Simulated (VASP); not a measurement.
Wanted: the native input for a VASP 6.6.1 run.

- Task: single point
- Functional: PBEsol
- Potentials or basis: VASP PAW PBE potentials, release 64 (Zr_sv, Rh_pv)
- Cutoff: 520 eV
- k mesh: 10 × 10 × 10
- Occupations: gaussian, width 0.1 eV
- Spin: no spin polarisation
- Dipole correction: no
- Further INCAR settings: ALGO = Normal; EDIFF = 1e-06; NBANDS = 36

The structure of ZrRh3 lies in POSCAR:

```
ZrRh3
1.0
    3.9041648552      0.0000000000      0.0000000000
    0.0000000000      3.9041648552      0.0000000000
    0.0000000000      0.0000000000      3.9041648552
Zr Rh
1 3
Direct
    0.0000000000      0.0000000000      0.0000000000
    0.0000000000      0.5000000000      0.5000000000
    0.5000000000      0.0000000000      0.5000000000
    0.5000000000      0.5000000000      0.0000000000
```

One way to write it, as run:

INCAR

```
ALGO = Normal ; EDIFF = 1E-6
ENCUT = 520 ; GGA = PS
ISIF = 2 ; ISMEAR = 0
LASPH = T ; LCHARG = T
LELF = T ; LREAL = F
LVHAR = T ; LWAVE = F
NBANDS = 36 ; NELM = 100
PREC = Accurate ; SIGMA = 0.1
```

KPOINTS

```
k-points
0
Gamma
  10 10 10
```

Potentials or basis: VASP PAW PBE potentials, release 64 (Zr_sv, Rh_pv).

Launch:

```sh
$ cat potpaw_PBE.64/Zr_sv/POTCAR potpaw_PBE.64/Rh_pv/POTCAR > POTCAR
$ mpirun -np 1 vasp_std > vasp.out
```

Results of the run:

The pressure is 0.1 GPa.

Caveat: the PAW data sets were made with another functional, which shifts forces and pressure a little.

It took 97 s on 1 thread of Intel(R) Xeon(R) Platinum 8259CL CPU @ 2.50GHz (Skylake/Cascade Lake), on a shared host, peak memory 0.23 GiB.
